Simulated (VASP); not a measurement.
## In: single point with LDA

In:

```xyz
2
Lattice="3.2904 0.0000 0.0000 -1.6452 2.8496 0.0000 0.0000 0.0000 5.4347" Properties=species:S:1:pos:R:3 pbc="T T T"
In    1.6452    0.9499    4.0760
In    0.0000    1.8997    1.3587
```

This cell differs from its parent crystal: volume scaled by 0.96.

* Program: VASP 6.6.1
* Task: single point
* Functional: LDA
* Potentials or basis: VASP PAW LDA potentials, release 64 (In_d)
* Cutoff: 520 eV
* k mesh: 9 × 9 × 5
* Occupations: fermi-dirac, width 0.05 eV
* Spin: no spin polarisation
* Dipole correction: no
* Further INCAR settings: ALGO = Normal; EDIFF = 1e-06; NBANDS = 20

```yaml
Pressure: -1.4 GPa
Band_gap_on_the_k_mesh: zero (band 13 reaches 9.73 eV, above the bottom of band 14 at 5.58 eV)
```

Stress tensor (GPa, compression positive):
```
-1.25  0.00  0.00
 0.00 -1.25  0.00
 0.00  0.00 -1.70
```

Levels at points of the mesh, in eV from the Fermi level:
```tsv
k point	band 9	band 10	band 11	band 12	band 13	band 14	band 15	band 16	band 17	band 18
(0.00, 0.00, 0.00)	-14.29	-14.29	-9.80	-4.57	-3.56	8.52	8.52	10.41	10.41	10.48
```

Run time: 37 s on 1 thread of AMD EPYC 7R13, with other jobs on the host, peak memory 0.13 GiB.

Caveat: spin-orbit coupling is left out, which moves the levels of the heavy elements.
